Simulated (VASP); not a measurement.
# NaF (Fm-3m) in VASP: notebook

The runs below take NaF through single point, with PBE-based screened hybrid with 40 % exact exchange.

All numbers are computed with VASP 6.6.1; they aren't measurements. Logs are shortened: lines on timing, memory, paths and dates and some standing lists are left out, and cuts for length are marked.

## (1) The cell of the first run

The structure is cubic, space group Fm-3m (No. 225). The conventional cell has a = 4.594 Å, b = 4.594 Å, c = 4.594 Å, α = 90.00°, β = 90.00°, γ = 90.00°. Within 3.0 Å of Na (site symmetry m-3m) lie 6 F at 2.30 Å. Within 3.0 Å of F (site symmetry m-3m) lie 6 Na at 2.30 Å.

## (2) Single point, PBE-based screened hybrid with 40 % exact exchange

File POSCAR:

```
NaF
1.0
    0.0000000000      2.2972417931      2.2972417931
    2.2972417931      0.0000000000      2.2972417931
    2.2972417931      2.2972417931      0.0000000000
Na F
1 1
Direct
    0.0000000000      0.0000000000      0.0000000000
    0.5000000000      0.5000000000      0.5000000000
```

File INCAR.step1:

```
SYSTEM = NaF
PREC     = Accurate       ! precision mode
ENCUT    = 520            ! plane-wave cutoff, eV
EDIFF    = 1E-5           ! SCF threshold, eV
ISMEAR   = 0              ! smearing method
SIGMA    = 0.01           ! smearing width, eV
LREAL    = .False.        ! projectors in reciprocal space
LASPH    = .True.         ! aspherical terms in the spheres
NELM     = 120            ! most SCF steps
ALGO     = Normal         ! electronic algorithm
ISIF     = 2              ! what is computed and relaxed
LWAVE    = .True.         ! write WAVECAR
LCHARG   = .False.        ! write CHGCAR
GGA      = PE             ! functional
NBANDS   = 14             ! bands
GGA_COMPAT= .False.
```

File INCAR.step2:

```
SYSTEM = NaF
PREC     = Accurate       ! precision mode
ENCUT    = 520            ! plane-wave cutoff, eV
EDIFF    = 1E-6           ! SCF threshold, eV
ISMEAR   = 0              ! smearing method
SIGMA    = 0.01           ! smearing width, eV
LREAL    = .False.        ! projectors in reciprocal space
LASPH    = .True.         ! aspherical terms in the spheres
NELM     = 120            ! most SCF steps
ALGO     = Normal         ! electronic algorithm
ISIF     = 2              ! what is computed and relaxed
LWAVE    = .False.        ! write WAVECAR
LCHARG   = .False.        ! write CHGCAR
GGA      = PE             ! functional
LHFCALC  = .True.         ! exact exchange
AEXX     = 0.4            ! exact-exchange fraction
HFSCREEN = 0.5            ! screening, 1/A
PRECFOCK = Normal       
ISTART   = 1            
NBANDS   = 14             ! bands
GGA_COMPAT= .False.
```

File KPOINTS:

```
Automatic mesh
0
Gamma
  4 4 4
  0 0 0
```

Potentials or basis: VASP PAW PBE potentials, release 64 (Na_pv, F).

Command:

```console
$ cat potpaw_PBE.64/Na_pv/POTCAR potpaw_PBE.64/F/POTCAR > POTCAR
$ cp INCAR.step1 INCAR
$ mpirun -np 1 vasp_std > vasp.out
$ cp INCAR.step2 INCAR
$ mpirun -np 1 vasp_std > vasp.out
```

OUTCAR:

```text
SYSTEM = NaF
   PREC = Accurate
   ENCUT = 520
   EDIFF = 1E-6
   ISMEAR = 0
   LREAL = .False.
   LASPH = .True.
   NELM = 120
   ISIF = 2
   GGA = PE
   LHFCALC = .True.
   AEXX = 0.4
   HFSCREEN = 0.5
   PRECFOCK = Normal
   ISTART = 1

 ion  position               nearest neighbor table
   1  0.000  0.000  0.000-   2 2.30   2 2.30   2 2.30   2 2.30   2 2.30   2 2.30
   2  0.500  0.500  0.500-   1 2.30   1 2.30   1 2.30   1 2.30   1 2.30   1 2.30

  LATTYP: Found a face centered cubic cell.
 ALAT       =     4.5944835862

  Lattice vectors:

 A1 = (   0.0000000000,   2.2972417931,   2.2972417931)
 A2 = (   2.2972417931,   0.0000000000,   2.2972417931)
 A3 = (   2.2972417931,   2.2972417931,   0.0000000000)

Analysis of symmetry for initial positions (statically):
=====================================================================
 Subroutine PRICEL returns:
 Original cell was already a primitive cell.

 Routine SETGRP: Setting up the symmetry group for a
 face centered cubic supercell.

 Subroutine GETGRP returns: Found 48 space group operations
 (whereof 48 operations were pure point group operations)
 out of a pool of 48 trial point group operations.

The static configuration has the point symmetry O_h .

Analysis of symmetry for dynamics (positions and initial velocities):
=====================================================================
 Subroutine PRICEL returns:
 Original cell was already a primitive cell.

 Routine SETGRP: Setting up the symmetry group for a
 face centered cubic supercell.

 Subroutine GETGRP returns: Found 48 space group operations
 (whereof 48 operations were pure point group operations)
 out of a pool of 48 trial point group operations.

The dynamic configuration has the point symmetry O_h .

 Subroutine INISYM returns: Found 48 space group operations
 (whereof 48 operations are pure point group operations),
 and found     1 'primitive' translations

----------------------------------------------------------------------------------------

                                     Primitive cell

  volume of cell :      24.2466

  direct lattice vectors                    reciprocal lattice vectors
     0.000000000  2.297241793  2.297241793    -0.217652317  0.217652317  0.217652317
     2.297241793  0.000000000  2.297241793     0.217652317 -0.217652317  0.217652317
     2.297241793  2.297241793  0.000000000     0.217652317  0.217652317 -0.217652317

  length of vectors
     3.248790500  3.248790500  3.248790500     0.376984872  0.376984872  0.376984872

  position of ions in fractional coordinates (direct lattice)
     0.000000000  0.000000000  0.000000000
     0.500000000  0.500000000  0.500000000

  ion indices of the primitive-cell ions
   primitive index   ion index
                 1           1
                 2           2

----------------------------------------------------------------------------------------

 KPOINTS: Automatic mesh

Automatic generation of k-mesh.
 Grid dimensions read from file:
 generate k-points for:    4    4    4

 Generating k-lattice:

  Cartesian coordinates                     Fractional coordinates (reciprocal lattice)
    -0.054413079  0.054413079  0.054413079     0.250000000  0.000000000  0.000000000
     0.054413079 -0.054413079  0.054413079     0.000000000  0.250000000  0.000000000
     0.054413079  0.054413079 -0.054413079     0.000000000  0.000000000  0.250000000

  Length of vectors
     0.094246218  0.094246218  0.094246218

  Shift w.r.t. Gamma in fractional coordinates (k-lattice)
     0.000000000  0.000000000  0.000000000

 Subroutine IBZKPT returns following result:
 ===========================================

 Found      8 irreducible k-points:

 Following reciprocal coordinates:
            Coordinates               Weight
  0.000000  0.000000  0.000000      1.000000
  0.250000  0.000000  0.000000      8.000000
  0.500000  0.000000  0.000000      4.000000
  0.250000  0.250000  0.000000      6.000000
  0.500000  0.250000  0.000000     24.000000
 -0.250000  0.250000  0.000000     12.000000
  0.500000  0.500000  0.000000      3.000000
 -0.250000  0.500000  0.250000      6.000000
   k-points           NKPTS =      8   k-points in BZ     NKDIM =     64   number of bands    NBANDS=     14
   number of dos      NEDOS =    301   number of ions     NIONS =      2
   total plane-waves  NPLWV =  13824
   dimension x,y,z NGX =    24 NGY =   24 NGZ =   24
   dimension x,y,z NGXF=    48 NGYF=   48 NGZF=   48
   ions per type =               1   1
   NGX,Y,Z   is equivalent  to a cutoff of  12.28, 12.28, 12.28 a.u.
   NGXF,Y,Z  is equivalent  to a cutoff of  24.56, 24.56, 24.56 a.u.
 SYSTEM =  NaF
   PREC   = accura    normal or accurate (medium, high low for compatibility)
   ISTART =      1    job   : 0-new  1-cont  2-samecut
   ICHARG =      0    charge: 1-file 2-atom 10-const
   ISPIN  =      1    spin polarized calculation?
   LNONCOLLINEAR =      F non collinear calculations
   LSORBIT =      F    spin-orbit coupling
   LASPH  =      T    aspherical Exc in radial PAW
   ENCUT  =  520.0 eV  38.22 Ry    6.18 a.u.   6.04  6.04  6.04*2*pi/ulx,y,z
   NELM   =    120;   NELMIN=  2; NELMDL=  0     # of ELM steps
   EDIFF  = 0.1E-05   stopping-criterion for ELM
   LREAL  =      F    real-space projection
   EDIFFG = 0.1E-04   stopping-criterion for IOM
   NSW    =      0    number of steps for IOM
   IBRION =     -1    ionic relax: 0-MD 1-quasi-New 2-CG
   NFREE  =      0    steps in history (QN), initial steepest desc. (CG)
   ISIF   =      2    stress and relaxation
   ISYM   =      3    0-nonsym 1-usesym 2-fastsym
   POTIM  = 0.5000    time-step for ionic-motion
   TEBEG  =    0.0;   TEEND  =   0.0 temperature during run
   PSTRESS=    0.0 pullay stress
   NELECT =      14.0000    total number of electrons
   NUPDOWN=      -1.0000    fix difference up-down
   EMIN   =  10.00;   EMAX   =-10.00  energy-range for DOS
   EFERMI =   0.00;   METHOD = LEGACY
   ISMEAR =     0;   SIGMA  =   0.01  broadening in eV -4-tet -1-fermi 0-gaus
   EFERMI_NEDOS =   21; number of points for ismear=-14 and -15
   IALGO  =     38    algorithm
   IMIX   =      1    mixing-type and parameters
     AMIX     =   0.40;   BMIX     =  1.00
     AMIX_MAG =   1.60;   BMIX_MAG =  1.00
  volume/ion in A,a.u.               =      12.12        81.81
  Fermi-wavevector in a.u.,A,eV,Ry     =   1.363225  2.576121 25.284819  1.858382
  Thomas-Fermi vector in A             =   2.489646
   LORBIT       =      0    0 simple, 1 ext, 2 COOP (PROOUT), +10 PAW based schemes
   GGA     = PE    functional components
   LHFCALC =     T    Hartree Fock is set to
   PRECFOCK=normal    Normal, Fast or Accurate (Low or Medium for compatibility)
   ENCUT4O =  -1.0   cutoff for four orbital integrals eV
   NKREDX  =     1    reduce k-point grid by
   NKREDY  =     1    reduce k-point grid by
   NKREDZ  =     1    reduce k-point grid by
   AEXX    =    0.4000 exact exchange contribution
   HFSCREEN=    0.5000 screening length (either q_TF or 0.3 A-1)
   HFSCREENC=   0.5000 screening length for correlation (either q_TF or 0.3 A-1)
   ENCUTFOCK=  -1.0 apply spherical cutoff to Coloumb kernel
   IVDW    =     0    specifies the selected vdW correction
   LEPSILON=     F    determine dielectric tensor
   LRPA    =     F    only Hartree local field effects (RPA)
 non-spin polarized calculation
 Gauss-broadening in eV      SIGMA  =   0.01
  energy-cutoff  :      520.00
  volume of cell :       24.25
 maximum number of plane-waves:       656
  NGX = 20; NGY = 20; NGZ = 20

 number of electron      13.9999992 magnetization

 Free energy of the ion-electron system (eV)
  ---------------------------------------------------
  ext. energy  EPLUGINS =         0.00000000
  ---------------------------------------------------
  free energy    TOTEN  =       -10.53696591 eV

  energy without entropy =      -10.53696591  energy(sigma->0) =      -10.53696591

 E-fermi :  -3.8170     XC(G=0):  -7.2809

 val. band max:       -3.9096124531   @ k =   0.0000   0.0000   0.0000
 cond. band min:       4.7771536097   @ k =   0.0000   0.0000   0.0000
 fundamental gap:      8.6867660627
 Fermi energy:        -3.8170495073

 k-point     1 :       0.0000    0.0000    0.0000
  band No.  band energies     occupation
      1     -25.4380      2.00000
      2     -24.9055      2.00000
      3     -24.9055      2.00000
      4     -24.9055      2.00000
      5      -3.9096      2.00000
      6      -3.9096      2.00000
      7      -3.9096      2.00000
      8       4.7772      0.00000
      9      17.7517      0.00000
     10      17.7517      0.00000
     11      17.7517      0.00000
     12      20.4434      0.00000
     13      23.1412      0.00000
     14      23.1412      0.00000

 k-point     2 :       0.2500    0.0000    0.0000
  band No.  band energies     occupation
      1     -25.7853      2.00000
      2     -24.9105      2.00000
      3     -24.9105      2.00000
      4     -24.4776      2.00000
      5      -4.7957      2.00000
      6      -4.0472      2.00000
      7      -4.0472      2.00000
      8       6.6844      0.00000
      9      13.8247      0.00000
     10      18.6032      0.00000
     11      18.6032      0.00000
     12      21.8889      0.00000
     13      21.8889      0.00000
     14      23.4893      0.00000

 k-point     3 :       0.5000    0.0000    0.0000
  band No.  band energies     occupation
      1     -25.9800      2.00000
      2     -24.9155      2.00000
      3     -24.9155      2.00000
      4     -24.2006      2.00000
      5      -5.5227      2.00000
      6      -4.1814      2.00000
      7      -4.1814      2.00000
      8       9.3452      0.00000
      9      11.2350      0.00000
     10      19.0388      0.00000
     11      19.0388      0.00000
     12      22.1559      0.00000
     13      22.1559      0.00000
     14      22.8043      0.00000

 k-point     4 :       0.2500    0.2500    0.0000
  band No.  band energies     occupation
      1     -25.6663      2.00000
      2     -24.9310      2.00000
      3     -24.9310      2.00000
      4     -24.5715      2.00000
      5      -4.8067      2.00000
      6      -4.1354      2.00000
      7      -4.1354      2.00000
      8       7.2817      0.00000
      9      13.5505      0.00000
     10      18.0793      0.00000
     11      18.3973      0.00000
     12      18.3973      0.00000
     13      24.8143      0.00000
     14      25.9955      0.00000

 k-point     5 :       0.5000    0.2500    0.0000
  band No.  band energies     occupation
      1     -25.7168      2.00000
      2     -24.9638      2.00000
      3     -24.9363      2.00000
      4     -24.4516      2.00000
      5      -5.1708      2.00000
      6      -4.5016      2.00000
      7      -4.2617      2.00000
      8      10.1240      0.00000
      9      11.8294      0.00000
     10      15.5240      0.00000
     11      18.9061      0.00000
     12      18.9071      0.00000
     13      24.7563      0.00000
     14      26.5514      0.00000

 k-point     6 :      -0.2500    0.2500    0.0000
  band No.  band energies     occupation
      1     -25.8195      2.00000
      2     -24.9642      2.00000
      3     -24.9158      2.00000
      4     -24.3531      2.00000
      5      -5.1078      2.00000
      6      -4.4913      2.00000
      7      -4.1765      2.00000
      8       8.9974      0.00000
      9      12.5464      0.00000
     10      16.0372      0.00000
     11      19.6195      0.00000
     12      20.8223      0.00000
     13      21.3414      0.00000
     14      26.6320      0.00000

 k-point     7 :       0.5000    0.5000    0.0000
  band No.  band energies     occupation
      1     -25.1701      2.00000
      2     -25.0396      2.00000
      3     -24.9570      2.00000
      4     -24.9570      2.00000
      5      -5.2195      2.00000
      6      -4.3394      2.00000
      7      -4.3394      2.00000
      8      11.7826      0.00000
      9      11.9193      0.00000
     10      12.4153      0.00000
     11      18.9658      0.00000
     12      18.9658      0.00000
     13      23.3350      0.00000
     14      28.1751      0.00000

 k-point     8 :      -0.2500    0.5000    0.2500
  band No.  band energies     occupation
      1     -25.5610      2.00000
      2     -24.9980      2.00000
      3     -24.9980      2.00000
      4     -24.5281      2.00000
      5      -4.8094      2.00000
      6      -4.8094      2.00000
      7      -4.5061      2.00000
      8      11.8821      0.00000
      9      11.8821      0.00000
     10      14.1120      0.00000
     11      15.8790      0.00000
     12      22.5887      0.00000
     13      22.5887      0.00000
     14      26.2932      0.00000

------------------------ aborting loop because EDIFF is reached ----------------------------------------

  FORCE on cell =-STRESS in cart. coord.  units (eV):
  Direction    XX          YY          ZZ          XY          YZ          ZX
  --------------------------------------------------------------------------------------
  -------------------------------------------------------------------------------------
  Total        0.1106170      0.1106170      0.1106170     -0.0000000     -0.0000000     -0.0000000
  in kB        7.3094092      7.3094092      7.3094092     -0.0000000     -0.0000000     -0.0000000
  external PRESSURE =       7.3094092 kB  Pullay stress =       0.0000000 kB

 VOLUME and BASIS-vectors are now :
 -----------------------------------------------------------------------------
  energy-cutoff  :      520.00
  volume of cell :       24.25
      direct lattice vectors                 reciprocal lattice vectors
     0.000000000  2.297241793  2.297241793    -0.217652317  0.217652317  0.217652317
     2.297241793  0.000000000  2.297241793     0.217652317 -0.217652317  0.217652317
     2.297241793  2.297241793  0.000000000     0.217652317  0.217652317 -0.217652317

 POSITION                                       TOTAL-FORCE (eV/Angst)
 -----------------------------------------------------------------------------------
      0.00000      0.00000      0.00000        -0.000000     -0.000000     -0.000000
      2.29724      2.29724      2.29724         0.000000      0.000000      0.000000
 -----------------------------------------------------------------------------------
    total drift:                               -0.000000     -0.000000     -0.000000

  FREE ENERGIE OF THE ION-ELECTRON SYSTEM (eV)
  ---------------------------------------------------
  free  energy   TOTEN  =       -10.5369659123 eV

  energy  without entropy=      -10.5369659123  energy(sigma->0) =      -10.53696591
```

Wall time 67 s (1 thread of AMD EPYC 9R45 (Zen 5), shared host); peak memory 0.2 GiB.

Results:

```yaml
Free_energy: -10.5370 eV
Pressure: 0.7 GPa
Band_gap_on_the_k_mesh: 8.69 eV
```

Caveat: the k points lie up to 0.59 Å⁻¹ apart; the PAW data sets were made with another functional, which shifts forces and pressure a little.

## (3) Single point, PBE-based screened hybrid with 40 % exact exchange

POSCAR is that of step 2.

File INCAR.step1:

```
PREC = Accurate ; ENCUT = 520
EDIFF = 1E-5 ; ISMEAR = 0
SIGMA = 0.01 ; LREAL = F
LASPH = T ; NELM = 120
ALGO = Normal ; ISIF = 2
LWAVE = T ; LCHARG = F
NBANDS = 14 ; GGA = PE
GGA_COMPAT = F
```

File INCAR.step2:

```
PREC = Accurate ; ENCUT = 520
EDIFF = 1E-6 ; ISMEAR = 0
SIGMA = 0.01 ; LREAL = F
LASPH = T ; NELM = 120
ALGO = Normal ; ISIF = 2
LWAVE = F ; LCHARG = F
GGA = PE ; LHFCALC = T
AEXX = 0.4 ; HFSCREEN = 0.2078
PRECFOCK = Normal ; NBANDS = 14
ISTART = 1 ; GGA_COMPAT = F
```

File KPOINTS:

```
regular mesh
0
Gamma
  4 4 4
```

Potentials or basis: VASP PAW PBE potentials, release 64 (Na_pv, F).

Command:

```console
$ cat potpaw_PBE.64/Na_pv/POTCAR potpaw_PBE.64/F/POTCAR > POTCAR
$ cp INCAR.step1 INCAR
$ mpirun -np 1 vasp_std > vasp.out
$ cp INCAR.step2 INCAR
$ mpirun -np 1 vasp_std > vasp.out
```

It took 68 s on 1 thread of AMD EPYC 9R45 (Zen 5), shared host; peak memory 0.2 GiB.

The run converged. Its results:

```yaml
Free_energy: -11.3977 eV
Pressure: 0.5 GPa
Band_gap_on_the_k_mesh: 9.94 eV
```

Levels at points of the mesh, in eV from the valence-band top:
```
           k point  band 3  band 4  band 5  band 6  band 7  band 8  band 9  band 10  band 11  band 12
(0.00, 0.00, 0.00)  -21.12  -21.12    0.00    0.00    0.00    9.94   23.01    23.01    23.01    25.52
(0.50, 0.00, 0.00)  -21.13  -20.42   -1.69   -0.29   -0.29   14.53   16.51    24.34    24.34    27.49
(0.50, 0.50, 0.00)  -21.18  -21.18   -1.38   -0.46   -0.46   16.92   17.18    17.71    24.32    24.32
```

Caveat: the k points lie up to 0.59 Å⁻¹ apart; the PAW data sets were made with another functional, which shifts forces and pressure a little.
